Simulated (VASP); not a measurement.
InSb3, 4 atoms in the cell. Symmetry: Pm-3m, No. 221, cubic system. The conventional cell has a = 4.727 Å, b = 4.727 Å, c = 4.727 Å, α = 90.00°, β = 90.00°, γ = 90.00°. Within 4.4 Å of In (site symmetry m-3m) lie 12 Sb at 3.34 Å. Within 4.4 Å of Sb (site symmetry 4/mmm) lie 4 In at 3.34 Å and 8 Sb at 3.34 Å. 

| Quantity | Value |
| --- | --- |
| Program | VASP 6.6.1 |
| Task | single point |
| Functional | PBE |
| Potentials or basis | VASP PAW PBE potentials, release 64 (In_d, Sb) |
| Cutoff | 520 eV |
| k mesh | 10 × 10 × 10 |
| Occupations | gaussian, width 0.15 eV |
| Spin | no spin polarisation |
| Dipole correction | no |
| Further INCAR settings | ALGO = Normal; EDIFF = 1e-06; NBANDS = 22 |

Potentials or basis: VASP PAW PBE potentials, release 64 (In_d, Sb).

Launch:

```sh
$ cat potpaw_PBE.64/In_d/POTCAR potpaw_PBE.64/Sb/POTCAR > POTCAR
$ mpirun -np 1 vasp_std > vasp.out
```

Hardware: 1 thread of Intel(R) Xeon(R) 6975P-C (Granite Rapids) (shared host).

Task: How long does it take, and how much memory?

Result: Run time: 45 s on 1 thread of Intel(R) Xeon(R) 6975P-C (Granite Rapids) (shared host), peak memory 0.28 GiB. Counts: scf iterations 10, k points 56.
